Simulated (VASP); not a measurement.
# ScBi3 (I4/mmm) in VASP: notebook, part 2 of 2

VASP 6.6.1. Earlier steps stand in the parts before.

### Step 5. Single point, BLYP+U

This run uses another cell than the first one, of 29.00 Å³/atom.

INCAR

```
SYSTEM = ScBi3
PREC = Accurate ; ENCUT = 520
EDIFF = 1E-7 ; ISMEAR = -1
SIGMA = 0.01 ; LREAL = .False.
LASPH = .True. ; NELM = 150
ALGO = Fast ; ISIF = 2
LWAVE = .False. ; LCHARG = .False.
LMAXMIX = 4 ; LDAU = .True.
LDAUTYPE = 2 ; LDAUL = 2 -1
LDAUU = 7.4 0 ; LDAUJ = 0 0
LDAUPRINT = 1 ; GGA = B5
ALDAX = 1.0 ; AGGAX = 1.0
AGGAC = 1.0 ; ALDAC = 0.0
NBANDS = 36
```

KPOINTS

```
regular mesh
0
Gamma
  2 2 2
  0 0 0
```

POSCAR

```
ScBi3
1.0
   -2.3150920000      2.3150920000      5.4106620000
    2.3150920000     -2.3150920000      5.4106620000
    2.3150920000      2.3150920000     -5.4106620000
Sc Bi
1 3
Direct
    0.0000000000      0.0000000000      0.0000000000
    0.7500000000      0.2500000000      0.5000000000
    0.2500000000      0.7500000000      0.5000000000
    0.5000000000      0.5000000000      0.0000000000
```

Potentials or basis: VASP PAW PBE potentials, release 64 (Sc_sv, Bi_d).

On the command line:

```sh
> cat potpaw_PBE.64/Sc_sv/POTCAR potpaw_PBE.64/Bi_d/POTCAR > POTCAR
> mpirun -np 1 vasp_std > vasp.out
```

OUTCAR:

```text
SYSTEM = ScBi3
   PREC = Accurate
   ENCUT = 520
   EDIFF = 1E-7
   ISMEAR = -1
   LREAL = .False.
   LASPH = .True.
   NELM = 150
   ISIF = 2
   GGA = B5

 ion  position               nearest neighbor table
   1  0.000  0.000  0.000-   4 3.27   4 3.27   4 3.27   4 3.27   3 3.56   2 3.56   3 3.56   3 3.56
                             2 3.56   2 3.56   3 3.56   2 3.56
   2  0.750  0.250  0.500-   3 3.27   3 3.27   3 3.27   3 3.27   4 3.56   1 3.56   4 3.56   1 3.56
                             4 3.56   4 3.56   1 3.56   1 3.56
   3  0.250  0.750  0.500-   2 3.27   2 3.27   2 3.27   2 3.27   4 3.56   1 3.56   4 3.56   4 3.56
                             1 3.56   1 3.56   4 3.56   1 3.56
   4  0.500  0.500  0.000-   1 3.27   1 3.27   1 3.27   1 3.27   3 3.56   2 3.56   3 3.56   2 3.56
                             3 3.56   3 3.56   2 3.56   2 3.56

  LATTYP: Found a body centered tetragonal cell.
 ALAT       =     4.6301840000
 C/A-ratio  =     2.3371261272

  Lattice vectors:

 A1 = (  -2.3150920000,   2.3150920000,   5.4106620000)
 A2 = (   2.3150920000,  -2.3150920000,   5.4106620000)
 A3 = (   2.3150920000,   2.3150920000,  -5.4106620000)

Analysis of symmetry for initial positions (statically):
=====================================================================
 Subroutine PRICEL returns:
 Original cell was already a primitive cell.

 Routine SETGRP: Setting up the symmetry group for a
 body centered tetragonal supercell.

 Subroutine GETGRP returns: Found 16 space group operations
 (whereof 16 operations were pure point group operations)
 out of a pool of 16 trial point group operations.

The static configuration has the point symmetry D_4h.

Analysis of symmetry for dynamics (positions and initial velocities):
=====================================================================
 Subroutine PRICEL returns:
 Original cell was already a primitive cell.

 Routine SETGRP: Setting up the symmetry group for a
 body centered tetragonal supercell.

 Subroutine GETGRP returns: Found 16 space group operations
 (whereof 16 operations were pure point group operations)
 out of a pool of 16 trial point group operations.

The dynamic configuration has the point symmetry D_4h.

 Subroutine INISYM returns: Found 16 space group operations
 (whereof 16 operations are pure point group operations),
 and found     1 'primitive' translations

----------------------------------------------------------------------------------------

                                     Primitive cell

  volume of cell :     115.9970

  direct lattice vectors                    reciprocal lattice vectors
    -2.315092000  2.315092000  5.410662000     0.000000000  0.215974138  0.092410134
     2.315092000 -2.315092000  5.410662000     0.215974138  0.000000000  0.092410134
[... 84 lines left out ...]
   EFERMI_NEDOS =   21; number of points for ismear=-14 and -15
   IALGO  =     68    algorithm
   IMIX   =      4    mixing-type and parameters
     AMIX     =   0.40;   BMIX     =  1.00
     AMIX_MAG =   1.60;   BMIX_MAG =  1.00
  volume/ion in A,a.u.               =      29.00       195.70
  Fermi-wavevector in a.u.,A,eV,Ry     =   1.284267  2.426912 22.440644  1.649341
  Thomas-Fermi vector in A             =   2.416470
   LORBIT       =      0    0 simple, 1 ext, 2 COOP (PROOUT), +10 PAW based schemes
 LDA+U is selected, type is set to LDAUTYPE =  2
   angular momentum for each species LDAUL =     2   -1
   U (eV)           for each species LDAUU =   7.4  0.0
   J (eV)           for each species LDAUJ =   0.0  0.0
   GGA     = B5    functional components
   LHFCALC =     F    Hartree Fock is set to
   AEXX    =    0.0000 exact exchange contribution
   IVDW    =     0    specifies the selected vdW correction
   LEPSILON=     F    determine dielectric tensor
   LRPA    =     F    only Hartree local field effects (RPA)
 non-spin polarized calculation
 RMM-DIIS sequential band-by-band and
  energy-cutoff  :      520.00
  volume of cell :      116.00
 maximum number of plane-waves:      3148
 NGX is ok and might be reduce to    48
   NGX = 23   NGY = 23   NGZ = 23

atom =   1  type =  1  l = 2

 onsite density matrix

spin component  1

  0.0999 -0.0000  0.0000 -0.0000  0.0000
 -0.0000  0.0682 -0.0000 -0.0000  0.0000
  0.0000 -0.0000  0.0770 -0.0000  0.0000
 -0.0000 -0.0000 -0.0000  0.0682  0.0000
  0.0000  0.0000  0.0000  0.0000  0.0352

spin component  2

  0.0999 -0.0000  0.0000 -0.0000  0.0000
 -0.0000  0.0682 -0.0000 -0.0000  0.0000
  0.0000 -0.0000  0.0770 -0.0000  0.0000
 -0.0000 -0.0000 -0.0000  0.0682  0.0000
  0.0000  0.0000  0.0000  0.0000  0.0352

 occupancies and eigenvectors

  o =  0.0352  v =  0.0000  0.0000  0.0000  0.0000 -1.0000  0.0000  0.0000  0.0000  0.0000  0.0000      0.0000  0.0000  0.0000  0.0000  0.0000  0.0000  0.0000  0.0000  0.0000  0.0000
  o =  0.0352  v =  0.0000  0.0000  0.0000  0.0000  0.0000  0.0000  0.0000  0.0000  0.0000 -1.0000      0.0000  0.0000  0.0000  0.0000  0.0000  0.0000  0.0000  0.0000  0.0000  0.0000
  o =  0.0682  v =  0.0000 -0.6727 -0.0000  0.7399 -0.0000  0.0000  0.0000  0.0000  0.0000  0.0000      0.0000  0.0000  0.0000  0.0000  0.0000  0.0000  0.0000  0.0000  0.0000  0.0000
  o =  0.0682  v =  0.0000  0.0000  0.0000  0.0000  0.0000  0.0000 -0.6727 -0.0000  0.7399 -0.0000      0.0000  0.0000  0.0000  0.0000  0.0000  0.0000  0.0000  0.0000  0.0000  0.0000
  o =  0.0682  v =  0.0000  0.0000  0.0000  0.0000  0.0000  0.0000  0.7399  0.0000  0.6727  0.0000      0.0000  0.0000  0.0000  0.0000  0.0000  0.0000  0.0000  0.0000  0.0000  0.0000
  o =  0.0682  v =  0.0000  0.7399  0.0000  0.6727  0.0000  0.0000  0.0000  0.0000  0.0000  0.0000      0.0000  0.0000  0.0000  0.0000  0.0000  0.0000  0.0000  0.0000  0.0000  0.0000
  o =  0.0770  v =  0.0000  0.0000  0.0000  0.0000  0.0000  0.0000  0.0000 -1.0000  0.0000 -0.0000      0.0000  0.0000  0.0000  0.0000  0.0000  0.0000  0.0000  0.0000  0.0000  0.0000
  o =  0.0770  v =  0.0000  0.0000 -1.0000  0.0000 -0.0000  0.0000  0.0000  0.0000  0.0000  0.0000      0.0000  0.0000  0.0000  0.0000  0.0000  0.0000  0.0000  0.0000  0.0000  0.0000
  o =  0.0999  v =  1.0000  0.0000  0.0000  0.0000  0.0000  0.0000  0.0000  0.0000  0.0000  0.0000      0.0000  0.0000  0.0000  0.0000  0.0000  0.0000  0.0000  0.0000  0.0000  0.0000
  o =  0.0999  v =  0.0000  0.0000  0.0000  0.0000  0.0000  1.0000  0.0000  0.0000  0.0000  0.0000      0.0000  0.0000  0.0000  0.0000  0.0000  0.0000  0.0000  0.0000  0.0000  0.0000

 number of electron      56.0000008 magnetization

 Free energy of the ion-electron system (eV)
  ---------------------------------------------------
  ext. energy  EPLUGINS =         0.00000000
  ---------------------------------------------------
  free energy    TOTEN  =       -11.38883433 eV

  energy without entropy =      -11.37836669  energy(sigma->0) =      -11.38360051

 E-fermi :   7.9113     XC(G=0):  -9.6790

 val. band max:        7.8847474924   @ k =   0.5000  -0.0000   0.0000
 cond. band min:       7.9215204211   @ k =   0.5000   0.5000   0.5000
 fundamental gap:      0.0367729287
 Fermi energy:         7.9113376504

 k-point     1 :       0.0000    0.0000    0.0000
  band No.  band energies     occupation
      1     -44.7254      2.00000
      2     -23.3930      2.00000
      3     -23.3930      2.00000
      4     -23.3589      2.00000
      5     -14.8208      2.00000
      6     -14.7632      2.00000
[... 145 lines left out ...]
     35      11.3696      0.00000
     36      11.7353      0.00000

------------------------ aborting loop because EDIFF is reached ----------------------------------------

  FORCE on cell =-STRESS in cart. coord.  units (eV):
  Direction    XX          YY          ZZ          XY          YZ          ZX
  --------------------------------------------------------------------------------------
  -------------------------------------------------------------------------------------
  Total        6.6404417      6.6404417     -0.8633295      0.0000000      0.0000000      0.0000000
  in kB       91.7192814     91.7192814    -11.9245022      0.0000000      0.0000000      0.0000000
  external PRESSURE =      57.1713535 kB  Pullay stress =       0.0000000 kB

 VOLUME and BASIS-vectors are now :
 -----------------------------------------------------------------------------
  energy-cutoff  :      520.00
  volume of cell :      116.00
      direct lattice vectors                 reciprocal lattice vectors
    -2.315092000  2.315092000  5.410662000     0.000000000  0.215974138  0.092410134
     2.315092000 -2.315092000  5.410662000     0.215974138  0.000000000  0.092410134
     2.315092000  2.315092000 -5.410662000     0.215974138  0.215974138  0.000000000

 POSITION                                       TOTAL-FORCE (eV/Angst)
 -----------------------------------------------------------------------------------
      0.00000      0.00000      0.00000         0.000000      0.000000      0.000000
      0.00000      2.31509      2.70533         0.000000     -0.000000      0.000000
      2.31509      0.00000      2.70533        -0.000000      0.000000     -0.000000
      0.00000      0.00000      5.41066         0.000000      0.000000      0.000000
 -----------------------------------------------------------------------------------
    total drift:                                0.000000     -0.000000      0.000000

  FREE ENERGIE OF THE ION-ELECTRON SYSTEM (eV)
  ---------------------------------------------------
  free  energy   TOTEN  =       -11.3888343331 eV

  energy  without entropy=      -11.3783666937  energy(sigma->0) =      -11.38360051
```

Wall time 2.3 min (1 thread of AMD EPYC 7R43 (Zen 3), shared host); peak memory 0.28 GiB.

Results:

```yaml
Free_energy: -11.3888 eV
Pressure: 5.7 GPa
Band_gap_on_the_k_mesh: zero (bands 28 and 29 overlap by 0.51 eV)
```

Stress tensor (GPa, compression positive):
```
 9.17  0.00  0.00
 0.00  9.17  0.00
 0.00  0.00 -1.19
```

Eigenvalues of the final occupation matrices:
```csv
site,spin,trace,eigenvalues
site 1 d,1,0.35,0.04 0.07 0.07 0.08 0.10
site 1 d,2,0.35,0.04 0.07 0.07 0.08 0.10
```

Caveat: the k points lie up to 0.74 Å⁻¹ apart, too coarse for converged energies and pressures of a metal; the PAW data sets were made with another functional, which shifts forces and pressure a little; spin-orbit coupling is left out, which moves the levels of the heavy elements; U without spin polarisation on a metal has little footing; the U is typed as a test and isn't derived for this compound.

### Step 6. Single point, PBE

This run uses another cell than the first one, of 29.00 Å³/atom.

INCAR

```
SYSTEM = ScBi3
ALGO = Normal
EDIFF = 1E-7
ENCUT = 520
GGA = PE
ISIF = 2
ISMEAR = 1
ISYM = 0
LASPH = .TRUE.
LCHARG = .TRUE.
LELF = .TRUE.
LREAL = .FALSE.
LVHAR = .TRUE.
LWAVE = .FALSE.
NBANDS = 36
NELM = 60
PREC = Accurate
SIGMA = 0.047
```

KPOINTS

```
k-points
0
G
  1 5 3
  0 0 0
```

POSCAR is that of step 5.

Potentials or basis: VASP PAW PBE potentials, release 64 (Sc_sv, Bi_d).

On the command line:

```sh
> cat potpaw_PBE.64/Sc_sv/POTCAR potpaw_PBE.64/Bi_d/POTCAR > POTCAR
> mpirun -np 1 vasp_std > vasp.out
```

Wall time 68 s (1 thread of AMD EPYC 7R43 (Zen 3), shared host); peak memory 0.26 GiB.

It converged, with:

- Free energy: -19.5100 eV
- Pressure: -2.1 GPa
- Largest force: 0.750 eV/Å
- Band gap on the k mesh: zero (bands 28 and 29 overlap by 0.67 eV)

Forces on the atoms (eV/Å):
```
Sc   0.000  0.000  0.000
Bi   0.634  0.371  0.149
Bi  -0.634 -0.371 -0.149
Bi   0.000  0.000  0.000
```

Stress tensor (GPa, compression positive):
```
-1.06 -0.31  2.32
-0.31 -0.65 -1.61
 2.32 -1.61 -4.56
```

Levels at points of the mesh, in eV from the Fermi level:
```csv
k point,band 26,band 27,band 28,band 29,band 30,band 31
"(0.00, 0.00, 0.00)",-1.50,-1.17,-1.04,0.72,0.92,0.95
```

Caveat: the k points lie up to 1.00 Å⁻¹ apart, too coarse for converged energies and pressures of a metal; spin-orbit coupling is left out, which moves the levels of the heavy elements.

### Step 7. Summary

```tsv
level	U	cell	k mesh	smearing	gap on the mesh (eV)	pressure (GPa)
PBE	-	a = 6.104 Å, angles 137.1, 137.1, 62.4°, 4 atoms	1 × 1 × 1	gaussian 0.1 eV	-	8.3
PBE	-	a = 6.324 Å, angles 137.1, 137.1, 62.4°, 4 atoms	2 × 2 × 2	gaussian 0.1 eV	none	0.2
BLYP+U	Sc d U = 7.4 eV	a = 6.324 Å, angles 137.1, 137.1, 62.4°, 4 atoms	2 × 2 × 2	fermi-dirac 0.01 eV	none	5.7
PBE	-	a = 6.324 Å, angles 137.1, 137.1, 62.4°, 4 atoms	1 × 5 × 3	methfessel-paxton 0.047 eV	none	-2.1
```

Alike in all rows: task single point; potentials or basis VASP PAW PBE potentials, release 64 (Sc_sv, Bi_d); no spin polarisation; cutoff (eV) 520.

Caveats: all runs use coarse meshes; spin-orbit coupling is left out, which moves the levels of the heavy elements; the PAW data sets were made with another functional, which shifts forces and pressure a little (at least some runs); U without spin polarisation on a metal has little footing (at least some runs); the U is typed as a test and isn't derived for this compound (at least some runs).

Total energies depend on the potentials used, so only differences within one code and one set of settings carry meaning.
